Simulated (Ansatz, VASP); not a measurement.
# One calculation of KCl, two programs

```xyz
2
Lattice="3.9064 0.0000 0.0000 0.0000 3.9064 0.0000 0.0000 0.0000 3.8392" Properties=species:S:1:pos:R:3 pbc="T T T"
K     0.0000    0.0000    0.0000
Cl    1.9532    1.9532    1.9196
```

Change from the starting cell: strain +0.0175 x Voigt [1, 1, 0, 0, 0, 0], atoms carried along.

Alike in both runs: task single point; functional PBEsol; k mesh 6 × 6 × 6; occupations gaussian, width 0.05 eV; no spin polarisation.

|  | VASP | Ansatz |
| --- | --- | --- |
| version | VASP 6.6.1 | Ansatz 0.2.0 |
| potentials or method | VASP PAW PBE potentials, release 64 (K_sv, Cl), cutoff 520 eV | scalar-relativistic, plane waves, PAW |
| valence electrons in the cell | 16 | 16 |

```tsv
	VASP	Ansatz	Ansatz less VASP
gap on the k mesh at the Fermi level (eV)	4.44	4.44	+0.003
least direct gap on the mesh (eV)	4.62	4.63	+0.002
pressure (GPa)	-1.9	-1.9	-0.01
traceless stress, the component that is largest in VASP (GPa)	0.46	0.47	+0.001
```

VASP's potentials were made for PBE, not for PBEsol. With one functional, cell and mesh, what is left measures potentials, basis and numerics.
